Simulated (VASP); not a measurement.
A run of VASP 6.6.1 is set up as follows.

File INCAR:

```
ALGO     = Normal         # electronic algorithm
EDIFF    = 1E-7           # SCF threshold, eV
ENCUT    = 520            # plane-wave cutoff, eV
GGA      = PE             # functional
ISIF     = 2              # what is computed and relaxed
ISMEAR   = -1             # smearing method
LASPH    = True           # aspherical terms in the spheres
LCHARG   = False          # write CHGCAR
LREAL    = False          # projectors in reciprocal space
LWAVE    = False          # write WAVECAR
NBANDS   = 26             # bands
NELM     = 80             # most SCF steps
PREC     = Accurate       # precision mode
SIGMA    = 0.02           # smearing width, eV
```

The input KPOINTS:

```
k-points
0
Gamma
  8 4 4
```

Contents of POSCAR:

```
AlB3As4
1.0
    3.5309733192      0.0000000000      0.0000000000
    0.0000000000      3.5735555867      5.0833270768
    0.0000000000     -3.5735555867      5.0833270768
B Al As
3 1 4
Direct
    0.0000000000     -0.0029240292     -0.0029240292
    0.5000000000     -0.0037924454      0.5053134359
    0.5000000000      0.5053134359     -0.0037924454
    0.0000000000      0.4990849900      0.4990849900
    0.5000000000      0.1236615458      0.1236615458
    0.0000000000      0.1000402163      0.6339851791
    0.0000000000      0.6339851791      0.1000402163
    0.5000000000      0.6446311074      0.6446311074
```

Potentials or basis: VASP PAW PBE potentials, release 64 (B, Al, As).

Command:

```bash
$ cat potpaw_PBE.64/B/POTCAR potpaw_PBE.64/Al/POTCAR potpaw_PBE.64/As/POTCAR > POTCAR
$ mpirun -np 1 vasp_std > vasp.out
```

(1) What does it give for the band gap on the k mesh?

(2) Predict the pressure.

Answers

(1) 0.47 eV (least direct gap 0.64 eV).

(2) 2.3 GPa.
